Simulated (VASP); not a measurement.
# As2Se (I4_1/amd) in VASP: a series of runs

As2Se is run at these levels: LDA, PBEsol, PBE+D3(BJ), PBE+D4; tasks: single point.

Program: VASP 6.6.1. These are calculated values, not measurements. Logs are shortened: lines on timing, memory, paths and dates and some standing lists are left out, and cuts for length are marked.

### 1 The cell of the first run

It takes space group I4_1/amd (No. 141, tetragonal). The conventional cell has a = 6.893 Å, b = 6.893 Å, c = 5.200 Å, α = 90.00°, β = 90.00°, γ = 90.00°. Within 3.4 Å of As (site symmetry 2/m) lie 2 Se at 2.60 Å and 4 As at 2.76 Å. Within 3.4 Å of Se (site symmetry -4m2) lie 4 As at 2.60 Å.

### 2 Single point, LDA

Contents of INCAR:

```
PREC = Accurate
ENCUT = 520
EDIFF = 1E-6
ISMEAR = 0
SIGMA = 0.1
LREAL = False
LASPH = True
NELM = 60
ALGO = Normal
ISIF = 2
LWAVE = False
LCHARG = True
LELF = True
LVHAR = True
NBANDS = 25
```

Contents of KPOINTS:

```
Automatic mesh
0
Gamma
  8 8 8
```

Contents of POSCAR:

```
As2Se
1.0
   -3.4466238333      3.4466238333      2.5998191186
    3.4466238333     -3.4466238333      2.5998191186
    3.4466238333      3.4466238333     -2.5998191186
As Se
4 2
Direct
    0.8750000000      0.1250000000      0.7500000000
    0.3750000000      0.1250000000      0.2500000000
    0.8750000000      0.6250000000      0.7500000000
    0.8750000000      0.1250000000      0.2500000000
    0.5000000000      0.5000000000      0.0000000000
    0.2500000000      0.7500000000      0.5000000000
```

Potentials or basis: VASP PAW LDA potentials, release 64 (As, Se).

The run is started by

```sh
$ cat potpaw_LDA.64/As/POTCAR potpaw_LDA.64/Se/POTCAR > POTCAR
$ mpirun -np 1 vasp_std > vasp.out
```

OUTCAR:

```text
PREC = Accurate
   ENCUT = 520
   EDIFF = 1E-6
   ISMEAR = 0
   LREAL = False
   LASPH = True
   NELM = 60
   ISIF = 2

 ion  position               nearest neighbor table
   1  0.875  0.125  0.750-   5 2.60   6 2.60   4 2.76   4 2.76   3 2.76   3 2.76
   2  0.375  0.125  0.250-   5 2.60   6 2.60   3 2.76   4 2.76   4 2.76   3 2.76
   3  0.875  0.625  0.750-   5 2.60   6 2.60   1 2.76   2 2.76   1 2.76   2 2.76
   4  0.875  0.125  0.250-   6 2.60   5 2.60   2 2.76   1 2.76   1 2.76   2 2.76
   5  0.500  0.500  0.000-   2 2.60   3 2.60   4 2.60   1 2.60
   6  0.250  0.750  0.500-   2 2.60   3 2.60   1 2.60   4 2.60

  LATTYP: Found a body centered tetragonal cell.
 ALAT       =     6.8932476666
 C/A-ratio  =     0.7543089250

  Lattice vectors:

 A1 = (  -3.4466238333,   3.4466238333,   2.5998191186)
 A2 = (   3.4466238333,  -3.4466238333,   2.5998191186)
 A3 = (   3.4466238333,   3.4466238333,  -2.5998191186)

Analysis of symmetry for initial positions (statically):
=====================================================================
 Subroutine PRICEL returns:
 Original cell was already a primitive cell.

 Routine SETGRP: Setting up the symmetry group for a
 body centered tetragonal supercell.

 Subroutine GETGRP returns: Found 16 space group operations
 (whereof  8 operations were pure point group operations)
 out of a pool of 16 trial point group operations.

The static configuration has the point symmetry D_2d.
 The point group associated with its full space group is D_4h.

Analysis of symmetry for dynamics (positions and initial velocities):
=====================================================================
 Subroutine PRICEL returns:
 Original cell was already a primitive cell.

 Routine SETGRP: Setting up the symmetry group for a
 body centered tetragonal supercell.

 Subroutine GETGRP returns: Found 16 space group operations
 (whereof  8 operations were pure point group operations)
 out of a pool of 16 trial point group operations.

The dynamic configuration has the point symmetry D_2d.
 The point group associated with its full space group is D_4h.

 Subroutine INISYM returns: Found 16 space group operations
 (whereof  8 operations are pure point group operations),
 and found     1 'primitive' translations

----------------------------------------------------------------------------------------

[... 96 lines left out ...]
   LSORBIT =      F    spin-orbit coupling
   LASPH  =      T    aspherical Exc in radial PAW
   ENCUT  =  520.0 eV  38.22 Ry    6.18 a.u.  10.27 10.27 10.27*2*pi/ulx,y,z
   NELM   =     60;   NELMIN=  2; NELMDL= -5     # of ELM steps
   EDIFF  = 0.1E-05   stopping-criterion for ELM
   LREAL  =      F    real-space projection
   EDIFFG = 0.1E-04   stopping-criterion for IOM
   NSW    =      0    number of steps for IOM
   IBRION =     -1    ionic relax: 0-MD 1-quasi-New 2-CG
   NFREE  =      0    steps in history (QN), initial steepest desc. (CG)
   ISIF   =      2    stress and relaxation
   ISYM   =      2    0-nonsym 1-usesym 2-fastsym
   POTIM  = 0.5000    time-step for ionic-motion
   TEBEG  =    0.0;   TEEND  =   0.0 temperature during run
   PSTRESS=    0.0 pullay stress
   NELECT =      32.0000    total number of electrons
   NUPDOWN=      -1.0000    fix difference up-down
   EMIN   =  10.00;   EMAX   =-10.00  energy-range for DOS
   EFERMI =   0.00;   METHOD = LEGACY
   ISMEAR =     0;   SIGMA  =   0.10  broadening in eV -4-tet -1-fermi 0-gaus
   EFERMI_NEDOS =   21; number of points for ismear=-14 and -15
   IALGO  =     38    algorithm
   IMIX   =      4    mixing-type and parameters
     AMIX     =   0.40;   BMIX     =  1.00
     AMIX_MAG =   1.60;   BMIX_MAG =  1.00
  volume/ion in A,a.u.               =      20.59       138.94
  Fermi-wavevector in a.u.,A,eV,Ry     =   1.043585  1.972090 14.817694  1.089070
  Thomas-Fermi vector in A             =   2.178301
   LORBIT       =      0    0 simple, 1 ext, 2 COOP (PROOUT), +10 PAW based schemes
   GGA     = CA    functional components
   LHFCALC =     F    Hartree Fock is set to
   AEXX    =    0.0000 exact exchange contribution
   IVDW    =     0    specifies the selected vdW correction
   LEPSILON=     F    determine dielectric tensor
   LRPA    =     F    only Hartree local field effects (RPA)
 non-spin polarized calculation
 Gauss-broadening in eV      SIGMA  =   0.10
  energy-cutoff  :      520.00
  volume of cell :      123.54
 maximum number of plane-waves:      3350
 NGX is ok and might be reduce to    42
   NGX = 21   NGY = 21   NGZ = 21

 number of electron      31.9999997 magnetization

 Free energy of the ion-electron system (eV)
  ---------------------------------------------------
  ext. energy  EPLUGINS =         0.00000000
  ---------------------------------------------------
  free energy    TOTEN  =       -29.62768814 eV

  energy without entropy =      -29.61648374  energy(sigma->0) =      -29.62208594

 E-fermi :   5.5489     XC(G=0): -10.4318

 val. band max:        5.5371613370   @ k =   0.5000   0.5000   0.1250
 cond. band min:       5.5519256180   @ k =   0.5000   0.1250   0.0000
 fundamental gap:      0.0147642810
 Fermi energy:         5.5489047437

 k-point     1 :       0.0000    0.0000    0.0000
  band No.  band energies     occupation
      1     -10.1063      2.00000
      2      -7.6569      2.00000
      3      -5.0579      2.00000
      4      -5.0579      2.00000
      5      -4.9745      2.00000
      6      -3.2971      2.00000
[... 661 lines left out ...]
     24      10.1784      0.00000
     25      11.5186      0.00000

 [... further k-points ...]
[... 5 lines left out ...]
  --------------------------------------------------------------------------------------
  -------------------------------------------------------------------------------------
  Total        0.1727013      0.1727013      0.3141011      0.0000000      0.0000000      0.0000000
  in kB        2.2398311      2.2398311      4.0737006      0.0000000      0.0000000      0.0000000
  external PRESSURE =       2.8511210 kB  Pullay stress =       0.0000000 kB

 VOLUME and BASIS-vectors are now :
 -----------------------------------------------------------------------------
  energy-cutoff  :      520.00
  volume of cell :      123.54
      direct lattice vectors                 reciprocal lattice vectors
    -3.446623833  3.446623833  2.599819119     0.000000000  0.145069501  0.192321072
     3.446623833 -3.446623833  2.599819119     0.145069501  0.000000000  0.192321072
     3.446623833  3.446623833 -2.599819119     0.145069501  0.145069501  0.000000000

 POSITION                                       TOTAL-FORCE (eV/Angst)
 -----------------------------------------------------------------------------------
     -0.00000      5.16994      0.64995         0.000000      0.000000     -0.000000
      0.00000      1.72331      0.64995         0.000000      0.000000     -0.000000
      1.72331      3.44662      1.94986         0.000000      0.000000     -0.000000
     -1.72331      3.44662      1.94986         0.000000      0.000000     -0.000000
      0.00000      0.00000      2.59982        -0.000000     -0.000000      0.000000
      3.44662      0.00000      1.29991         0.000000      0.000000     -0.000000
 -----------------------------------------------------------------------------------
    total drift:                               -0.000000      0.000000     -0.000000

  FREE ENERGIE OF THE ION-ELECTRON SYSTEM (eV)
  ---------------------------------------------------
  free  energy   TOTEN  =       -29.6276881402 eV

  energy  without entropy=      -29.6164837367  energy(sigma->0) =      -29.62208594
```

OSZICAR:

```text
N       E                     dE             d eps       ncg     rms          rms(c)
DAV:   1     0.133091505486E+03    0.13309E+03   -0.12945E+04  2950   0.110E+03
DAV:   2    -0.185978468035E+02   -0.15169E+03   -0.14157E+03  3850   0.174E+02
DAV:   3    -0.295842790441E+02   -0.10986E+02   -0.10722E+02  3874   0.482E+01
DAV:   4    -0.297286025140E+02   -0.14432E+00   -0.14393E+00  3401   0.605E+00
DAV:   5    -0.297300374226E+02   -0.14349E-02   -0.14332E-02  3830   0.572E-01    0.720E+00
DAV:   6    -0.296477710630E+02    0.82266E-01   -0.80122E-02  3444   0.147E+00    0.437E+00
DAV:   7    -0.296286153070E+02    0.19156E-01   -0.60221E-02  3377   0.111E+00    0.695E-01
DAV:   8    -0.296276646547E+02    0.95065E-03   -0.21096E-03  3508   0.294E-01    0.113E-01
DAV:   9    -0.296276859442E+02   -0.21290E-04   -0.80429E-04  3234   0.144E-01    0.436E-02
DAV:  10    -0.296276871798E+02   -0.12356E-05   -0.14780E-05  3853   0.209E-02    0.146E-02
DAV:  11    -0.296276881402E+02   -0.96034E-06   -0.20521E-06  2403   0.965E-03
   1 F= -.29627688E+02 E0= -.29622086E+02  d E =-.112044E-01
```

stdout:

```text
POSCAR found type information on POSCAR AsSe
 POSCAR found :  2 types and       6 ions
 scaLAPACK will be used
 LDA part: xc-table for (Slater(with rela. corr.)+CA(PZ))
 , standard interpolation
 POSCAR, INCAR and KPOINTS ok, starting setup
 FFT: planning ... GRIDC
 FFT: planning ... GRID_SOFT
 FFT: planning ... GRID
 WAVECAR not read
 entering main loop
```

It took 87 s on 1 thread of Intel Xeon Platinum 8559C (Emerald Rapids), shared host; peak memory 0.3 GiB.

Results:

```yaml
Free_energy: -29.6277 eV
Pressure: 0.3 GPa
Band_gap_on_the_k_mesh: zero (band 16 reaches 5.82 eV, above the bottom of band 17 at 5.39 eV)
```

Levels at points of the mesh, in eV from the Fermi level:
| k point | band 14 | band 15 | band 16 | band 17 | band 18 | band 19 |
| --- | --- | --- | --- | --- | --- | --- |
| (0.00, 0.00, 0.00) | -2.97 | -2.97 | -1.03 | 2.53 | 3.16 | 3.16 |
| (0.50, 0.00, 0.00) | -1.55 | -0.56 | -0.06 | 0.19 | 0.49 | 1.59 |
| (0.50, 0.50, 0.00) | -1.48 | -1.25 | -1.25 | -0.09 | -0.09 | 1.88 |
| (0.50, 0.50, 0.50) | -0.79 | -0.39 | -0.39 | 0.41 | 0.41 | 0.47 |

### 3 Single point, PBEsol

This run uses another cell than the first one, of 21.00 Å³/atom, 1.020 times its volume.

Contents of INCAR:

```
PREC = Accurate ; ENCUT = 520
EDIFF = 1E-6 ; ISMEAR = 0
SIGMA = 0.1 ; LREAL = False
LASPH = True ; NELM = 80
ALGO = Normal ; ISIF = 2
LWAVE = False ; LCHARG = False
GGA = PS ; NBANDS = 25
```

KPOINTS is that of step 2.

Changes to POSCAR since step 2:

```diff
@@ -2,5 +2,5 @@
 1.0
-   -3.4466238333      3.4466238333      2.5998191186
-    3.4466238333     -3.4466238333      2.5998191186
-    3.4466238333      3.4466238333     -2.5998191186
+   -3.4699913596      3.4699913596      2.6156402704
+    3.4699913596     -3.4699913596      2.6156402704
+    3.4699913596      3.4699913596     -2.6156402704
 As Se
```

Potentials or basis: VASP PAW PBE potentials, release 64 (As, Se).

The run is started by

```sh
$ cat potpaw_PBE.64/As/POTCAR potpaw_PBE.64/Se/POTCAR > POTCAR
$ mpirun -np 1 vasp_std > vasp.out
```

Run time: 2.1 min. Hardware: 1 thread of Intel Xeon Platinum 8559C (Emerald Rapids), shared host; peak memory 0.34 GiB.

It converged, with:

```
Free energy            : -27.8796 eV
Pressure               : 0.2 GPa
Band gap on the k mesh : zero (band 16 reaches 5.46 eV, above the bottom of band 17 at 5.04 eV)
```

Stress tensor (GPa, compression positive):
```
0.19 0.00 0.00
0.00 0.19 0.00
0.00 0.00 0.29
```

Levels at points of the mesh, in eV from the Fermi level:
```csv
k point,band 13,band 14,band 15,band 16,band 17,band 18,band 19,band 20
"(0.00, 0.00, 0.00)",-3.01,-2.91,-2.91,-1.03,2.50,3.14,3.14,3.24
"(0.50, 0.00, 0.00)",-1.84,-1.52,-0.54,-0.06,0.19,0.48,1.56,2.59
"(0.50, 0.50, 0.00)",-1.45,-1.45,-1.23,-1.23,-0.08,-0.08,1.87,1.87
"(0.50, 0.50, 0.50)",-0.76,-0.76,-0.37,-0.37,0.38,0.38,0.47,0.47
```

Caveat: the PAW data sets were made with another functional, which shifts forces and pressure a little.

### 4 Single point, PBE+D3(BJ)

This run uses another cell than the first one, of 21.07 Å³/atom, 1.024 times its volume.

Contents of INCAR:

```
SYSTEM = As2Se
PREC = Accurate ; ENCUT = 520
EDIFF = 1E-6 ; ISMEAR = 0
SIGMA = 0.1 ; LREAL = .FALSE.
LASPH = .TRUE. ; NELM = 100
ALGO = Normal ; ISIF = 2
LWAVE = .FALSE. ; LCHARG = .TRUE.
GGA = PE ; IVDW = 12
LELF = .TRUE. ; LVHAR = .TRUE.
NBANDS = 25
```

Contents of KPOINTS:

```
Automatic mesh
0
G
  8 8 8
  0 0 0
```

Changes to POSCAR since step 3:

```diff
@@ -2,5 +2,5 @@
 1.0
-   -3.4699913596      3.4699913596      2.6156402704
-    3.4699913596     -3.4699913596      2.6156402704
-    3.4699913596      3.4699913596     -2.6156402704
+   -3.4710713220      3.4710713220      2.6236804420
+    3.4710713220     -3.4710713220      2.6236804420
+    3.4710713220      3.4710713220     -2.6236804420
 As Se
```

The run is started by

```sh
$ cat potpaw_PBE.64/As/POTCAR potpaw_PBE.64/Se/POTCAR > POTCAR
$ mpirun -np 1 vasp_std > vasp.out
```

Run time: 2.5 min. Hardware: 1 thread of Intel Xeon Platinum 8559C (Emerald Rapids), shared host; peak memory 0.35 GiB.

The run converged. Its results:

```yaml
Free_energy: -27.7077 eV
Pressure: 0.1 GPa
Band_gap_on_the_k_mesh: zero (band 16 reaches 5.55 eV, above the bottom of band 17 at 5.14 eV)
Dispersion_energy_per_atom: -0.422 eV
```

Stress tensor (GPa, compression positive):
```
0.11 0.00 0.00
0.00 0.11 0.00
0.00 0.00 0.19
```

Levels at points of the mesh, in eV from the Fermi level:
```
           k point  band 12  band 13  band 14  band 15  band 16  band 17  band 18  band 19  band 20  band 21
(0.00, 0.00, 0.00)    -2.99    -2.99    -2.87    -2.87    -1.01     2.47     3.12     3.12     3.36     4.11
(0.50, 0.00, 0.00)    -2.62    -1.83    -1.51    -0.53    -0.07     0.19     0.48     1.57     2.58     3.01
(0.50, 0.50, 0.00)    -2.36    -1.45    -1.45    -1.21    -1.21    -0.06    -0.06     1.90     1.90     3.91
(0.50, 0.50, 0.50)    -2.55    -0.76    -0.76    -0.36    -0.36     0.40     0.40     0.46     0.46     2.65
```

Caveat: pairwise dispersion overbinds metals, which lowers pressure and volume.

### 5 Single point, PBE+D4

This run uses another cell than the first one, of 21.07 Å³/atom, 1.024 times its volume.

Contents of INCAR:

```
SYSTEM = As2Se
PREC     = Accurate       ! precision mode
ENCUT    = 520            ! plane-wave cutoff, eV
EDIFF    = 1E-6           ! SCF threshold, eV
ISMEAR   = 0              ! smearing method
SIGMA    = 0.1            ! smearing width, eV
LREAL    = .FALSE.        ! projectors in reciprocal space
LASPH    = .TRUE.         ! aspherical terms in the spheres
NELM     = 80             ! most SCF steps
ALGO     = Normal         ! electronic algorithm
ISIF     = 2              ! what is computed and relaxed
LWAVE    = .FALSE.        ! write WAVECAR
LCHARG   = .FALSE.        ! write CHGCAR
GGA      = PE             ! functional
IVDW     = 13             ! dispersion correction
NBANDS   = 25             ! bands
```

KPOINTS is that of step 4.

Changes to POSCAR since step 4:

```diff
@@ -2,5 +2,5 @@
 1.0
-   -3.4710713220      3.4710713220      2.6236804420
-    3.4710713220     -3.4710713220      2.6236804420
-    3.4710713220      3.4710713220     -2.6236804420
+   -3.4709136867      3.4709136867      2.6238562474
+    3.4709136867     -3.4709136867      2.6238562474
+    3.4709136867      3.4709136867     -2.6238562474
 As Se
```

The run is started by

```sh
$ cat potpaw_PBE.64/As/POTCAR potpaw_PBE.64/Se/POTCAR > POTCAR
$ mpirun -np 1 vasp_std > vasp.out
```

It took 2.7 min on 1 thread of Intel Xeon Platinum 8559C (Emerald Rapids), shared host; peak memory 0.34 GiB.

The run converged. Its results:

```
Free energy                : -27.9101 eV
Pressure                   : 0.1 GPa
Band gap on the k mesh     : zero (band 16 reaches 5.55 eV, above the bottom of band 17 at 5.14 eV)
Dispersion energy per atom : -0.456 eV
```

Stress tensor (GPa, compression positive):
```
0.11 0.00 0.00
0.00 0.11 0.00
0.00 0.00 0.19
```

Levels at points of the mesh, in eV from the Fermi level:
```
           k point  band 12  band 13  band 14  band 15  band 16  band 17  band 18  band 19  band 20  band 21
(0.00, 0.00, 0.00)    -2.99    -2.99    -2.87    -2.87    -1.01     2.47     3.12     3.12     3.36     4.11
(0.50, 0.00, 0.00)    -2.62    -1.83    -1.51    -0.53    -0.07     0.19     0.48     1.57     2.58     3.01
(0.50, 0.50, 0.00)    -2.36    -1.45    -1.45    -1.21    -1.21    -0.06    -0.06     1.90     1.90     3.91
(0.50, 0.50, 0.50)    -2.55    -0.76    -0.76    -0.36    -0.36     0.40     0.40     0.46     0.46     2.65
```

Caveat: pairwise dispersion overbinds metals, which lowers pressure and volume.

### 6 Single point, PBE+D3(BJ)

This run uses another cell than the first one, of 21.18 Å³/atom, 1.029 times its volume.

Contents of INCAR:

```
PREC = Accurate
ENCUT = 520
EDIFF = 1E-7
ISMEAR = 0
SIGMA = 0.1
LREAL = F
LASPH = T
NELM = 100
ALGO = Normal
ISIF = 2
LWAVE = F
LCHARG = F
GGA = PE
IVDW = 12
NBANDS = 25
```

Contents of KPOINTS:

```
regular mesh
0
Gamma
  8 8 8
```

Changes to POSCAR since step 5:

```diff
@@ -2,5 +2,5 @@
 1.0
-   -3.4709136867      3.4709136867      2.6238562474
-    3.4709136867     -3.4709136867      2.6238562474
-    3.4709136867      3.4709136867     -2.6238562474
+   -3.4787274884      3.4787274884      2.6256308204
+    3.4787274884     -3.4787274884      2.6256308204
+    3.4787274884      3.4787274884     -2.6256308204
 As Se
```

Potentials or basis: VASP PAW PBE potentials, release 64 (As, Se).

The run is started by

```sh
$ cat potpaw_PBE.64/As/POTCAR potpaw_PBE.64/Se/POTCAR > POTCAR
$ mpirun -np 1 vasp_std > vasp.out
```

It took 2.6 min on 1 thread of Intel Xeon Platinum 8559C (Emerald Rapids), shared host; peak memory 0.35 GiB.

Results (log left out):

```
Free energy                : -27.7074 eV
Pressure                   : -0.2 GPa
Band gap on the k mesh     : zero (band 16 reaches 5.49 eV, above the bottom of band 17 at 5.08 eV)
Dispersion energy per atom : -0.420 eV
```

Levels at points of the mesh, in eV from the Fermi level:
| k point | band 14 | band 15 | band 16 | band 17 | band 18 | band 19 |
| --- | --- | --- | --- | --- | --- | --- |
| (0.00, 0.00, 0.00) | -2.85 | -2.85 | -1.02 | 2.46 | 3.11 | 3.11 |
| (0.50, 0.00, 0.00) | -1.50 | -0.53 | -0.06 | 0.19 | 0.48 | 1.55 |
| (0.50, 0.50, 0.00) | -1.44 | -1.21 | -1.21 | -0.06 | -0.06 | 1.89 |
| (0.50, 0.50, 0.50) | -0.75 | -0.36 | -0.36 | 0.38 | 0.38 | 0.45 |

Caveat: three body term missing; pairwise dispersion overbinds metals, which lowers pressure and volume.

### 7 Overview

| level | potentials or basis | cell | gap on the mesh (eV) | pressure (GPa) |
| --- | --- | --- | --- | --- |
| LDA | VASP PAW LDA potentials, release 64 (As, Se) | a = 5.524 Å, angles 102.8, 102.8, 123.9°, 6 atoms | none | 0.3 |
| PBEsol | VASP PAW PBE potentials, release 64 (As, Se) | a = 5.561 Å, angles 102.8, 102.8, 123.9°, 6 atoms | none | 0.2 |
| PBE+D3(BJ) | VASP PAW PBE potentials, release 64 (As, Se) | a = 5.566 Å, angles 102.8, 102.8, 123.8°, 6 atoms | none | 0.1 |
| PBE+D4 | VASP PAW PBE potentials, release 64 (As, Se) | a = 5.566 Å, angles 102.8, 102.8, 123.7°, 6 atoms | none | 0.1 |
| PBE+D3(BJ) | VASP PAW PBE potentials, release 64 (As, Se) | a = 5.576 Å, angles 102.8, 102.8, 123.8°, 6 atoms | none | -0.2 |

Alike in all rows: task single point; no spin polarisation; k mesh 8 × 8 × 8; cutoff (eV) 520; smearing gaussian 0.1 eV.

Caveats: pairwise dispersion overbinds metals, which lowers pressure and volume (some runs); the PAW data sets were made with another functional, which shifts forces and pressure a little (some runs); three body term missing (some runs).

Absolute energies hang on the potentials; compare differences alone.
